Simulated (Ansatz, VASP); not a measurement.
# One calculation of Re, two programs

INCAR

```
PREC = Accurate
ENCUT = 600
EDIFF = 1E-7
ISMEAR = -1
SIGMA = 0.05
LREAL = F
LASPH = T
NELM = 150
ALGO = Normal
ISIF = 3
LWAVE = F
LCHARG = F
MAGMOM = 0 0 0
LORBIT = 11
LSORBIT = T
GGA_COMPAT = F
LORBMOM = T
LMAXMIX = 4
GGA = PE
IBRION = 2
NSW = 45
EDIFFG = -0.005
```

Contents of KPOINTS:

```
Automatic mesh
0
Gamma
  18 18 18
```

Contents of POSCAR:

```
Re
1.0
    0.0000000000      1.9586116999      1.9586116999
    1.9586116999      0.0000000000      1.9586116999
    1.9586116999      1.9586116999      0.0000000000
Re
1
Direct
    0.0000000000      0.0000000000      0.0000000000
```

Input for Ansatz:

```yaml
crystal:
  lattice:
    - [0.0, 1.9586116999, 1.9586116999]
    - [1.9586116999, 0.0, 1.9586116999]
    - [1.9586116999, 1.9586116999, 0.0]
  atoms:
    - { symbol: Re, position: [0.0, 0.0, 0.0] }
kpoints:
  mp_grid: { grid: [18, 18, 18] }
scf:
  occupations: { method: fermi_dirac, width: 0.05 }
hamiltonian:
  xc: pbe
  pseudopotentials: { kind: all_electron, lapw: { basis_error: 0.0005 } }
output:
  forces: true
  stress: true
  eigenvalues: true
  populations: true
relax:
  f_tol: 0.005
  max_steps: 25
  cell: {}
magnetization:
  noncollinear: true
  spin_orbit: true
```

Alike in both runs: task relaxation of cell and atoms; functional PBE; k mesh 18 × 18 × 18; occupations fermi-dirac, width 0.05 eV; non-collinear spin, spin-orbit coupling.

|  | VASP | Ansatz |
| --- | --- | --- |
| version | VASP 6.6.1 | Ansatz 0.2.0 |
| potentials or method | VASP PAW PBE potentials, release 64 (Re), cutoff 600 eV | all-electron LAPW |

Ansatz gave:

```
relaxed volume (Å³/atom)                                        : 15.03
relaxed length of the cell vector where the two differ most in proportion (Å) : 2.770
```

**Question.** Estimate VASP's values.

**Answer.** Relaxed volume (Å³/atom): 15.01; relaxed length of the cell vector where the two differ most in proportion (Å): 2.769.

Ansatz ran all-electron here, and VASP with PAW potentials.
